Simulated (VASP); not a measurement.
Here is a VASP 6.6.1 calculation.

Contents of INCAR:

```
SYSTEM = Cu
PREC = Accurate
ENCUT = 520
EDIFF = 1E-7
ISMEAR = -1
SIGMA = 0.1
LREAL = .False.
LASPH = .True.
NELM = 60
ALGO = Normal
ISIF = 2
LWAVE = .False.
LCHARG = .False.
GGA = PS
NBANDS = 12
```

The input KPOINTS:

```
regular mesh
0
Gamma
  15 15 15
  0 0 0
```

Contents of POSCAR:

```
Cu
1.0
    2.4209338957      0.0000000000      0.0000000000
    0.0000000000      2.4209338957      0.0000000000
    0.0000000000      0.0000000000      2.4209338957
Cu
1
Direct
    0.0000000000      0.0000000000      0.0000000000
```

Potentials or basis: VASP PAW PBE potentials, release 64 (Cu).

Launch:

```bash
$ cat potpaw_PBE.64/Cu/POTCAR > POTCAR
$ mpirun -np 1 vasp_std > vasp.out
```

Estimate the pressure.

-7.4 GPa.

Caveat: the PAW data sets were made with another functional, which shifts forces and pressure a little.
